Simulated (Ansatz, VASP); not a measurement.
# Br in VASP and in Ansatz

```
Br
1.0
     4.48108    0.00000    0.00000
     0.00000    4.48108    0.00000
     0.00000    0.00000    4.48108
Br
3
Cartesian
  2.2405 0.0000 0.0000
  0.0000 2.2405 0.0000
  0.0000 0.0000 2.2405
```

Alike in both runs: functional PBE; dispersion D3(BJ); k mesh 10 × 10 × 10; occupations gaussian, width 0.1 eV; no spin polarisation.

Ansatz relaxed the structure, and its values are those at the end. VASP's run is a single point on that final structure, the one shown.

|  | VASP | Ansatz |
| --- | --- | --- |
| version | VASP 6.6.1 | Ansatz 0.2.0 |
| potentials or method | VASP PAW PBE potentials, release 64 (Br), cutoff 520 eV | scalar-relativistic, plane waves, PAW |
| valence electrons in the cell | 21 | 21 |

|  | VASP | Ansatz | Ansatz less VASP |
| --- | --- | --- | --- |
| gap on the k mesh at the Fermi level (eV) | none | none | - |
| pressure (GPa) | 0.0 | 0.0 | -0.01 |

A gap of «none» marks a metal or a gap that the smearing closes.
